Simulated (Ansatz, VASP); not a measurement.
# Two plane-wave programs on WC

```
W C
1.0
     2.92227    0.00000    0.00000
    -1.46113    2.53076    0.00000
     0.00000    0.00000    2.84682
W C
1 1
Direct
  0.00000 0.00000 0.00000
  0.66667 0.33333 0.50000
```

Alike in both runs: functional PBE; k mesh 12 × 12 × 11; occupations fermi-dirac, width 0.1 eV; no spin polarisation.

Ansatz relaxed the structure, and its values are those at the end. VASP's run is a single point on that final structure, the one shown.

|  | VASP | Ansatz |
| --- | --- | --- |
| version | VASP 6.6.1 | Ansatz 0.2.0 |
| potentials or method | VASP PAW PBE potentials, release 64 (W_sv, C), cutoff 520 eV | PAW plane waves |
| valence electrons in the cell | 18 | 18 |

|  | VASP | Ansatz | Ansatz less VASP |
| --- | --- | --- | --- |
| gap on the k mesh at the Fermi level (eV) | none | none | - |
| pressure (GPa) | 1.0 | 0.0 | -0.99 |

A gap of «none» marks a metal or a gap that the smearing closes.

Neither program's run includes spin-orbit coupling.
